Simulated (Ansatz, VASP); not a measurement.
# Bi: VASP beside Ansatz

The input INCAR:

```
PREC     = Accurate       # precision mode
ENCUT    = 520            # plane-wave cutoff, eV
EDIFF    = 1E-6           # SCF threshold, eV
ISMEAR   = -1             # smearing method
SIGMA    = 0.05           # smearing width, eV
LREAL    = F              # projectors in reciprocal space
LASPH    = T              # aspherical terms in the spheres
NELM     = 80             # most SCF steps
ALGO     = Fast           # electronic algorithm
ISIF     = 2              # what is computed and relaxed
LWAVE    = F              # write WAVECAR
LCHARG   = F              # write CHGCAR
GGA      = PE             # functional
NBANDS   = 38             # bands
```

Contents of KPOINTS:

```
regular mesh
0
Gamma
  7 7 7
```

POSCAR

```
Bi
1.0
   -4.4792173886      4.4792173886      2.0793120808
    4.4792173886     -4.4792173886      2.0793120808
    4.4792173886      4.4792173886     -2.0793120808
Bi
4
Direct
    0.1456555000      0.3543445000      0.5000000000
    0.8543445000      0.6456555000      0.5000000000
    0.6456555000      0.1456555000      0.7913110000
    0.3543445000      0.8543445000      0.2086890000
```

The input input.yaml:

```yaml
crystal:
  lattice:
    - [-4.4792173886, 4.4792173886, 2.0793120808]
    - [4.4792173886, -4.4792173886, 2.0793120808]
    - [4.4792173886, 4.4792173886, -2.0793120808]
  atoms:
    - { symbol: Bi, position: [0.1456555, 0.3543445, 0.5] }
    - { symbol: Bi, position: [0.8543445, 0.6456555, 0.5] }
    - { symbol: Bi, position: [0.6456555, 0.1456555, 0.791311] }
    - { symbol: Bi, position: [0.3543445, 0.8543445, 0.208689] }
hamiltonian:
  xc: pbe
  pseudopotentials: { kind: paw }
kpoints:
  mp_grid: { grid: [7, 7, 7] }
scf:
  occupations: { method: fermi_dirac, width: 0.05 }
output:
  forces: true
  stress: true
  eigenvalues: true
```

Alike in both runs: task single point; functional PBE; k mesh 7 × 7 × 7; occupations fermi-dirac, width 0.05 eV; no spin polarisation.

```csv
,VASP,Ansatz
version,VASP 6.6.1,Ansatz 0.2.0
potentials or method,"VASP PAW PBE potentials, release 64 (Bi_d)",Ansatz PAW
plane-wave cutoff (eV),520,420
valence electrons in the cell,60,60
```

```tsv
	VASP	Ansatz	Ansatz less VASP
gap on the k mesh at the Fermi level (eV)	none	none	-
pressure (GPa)	-0.6	-0.6	+0.06
traceless stress, the component that is largest in VASP (GPa)	-0.17	-0.17	+0.003
rms of the force components (eV/Å)	0.051	0.050	-0.0010
```

Atom by atom the forces differ by 0.001 eV/Å (rms over components). A gap of «none» marks a metal or a gap that the smearing closes.

Neither program's run includes spin-orbit coupling.
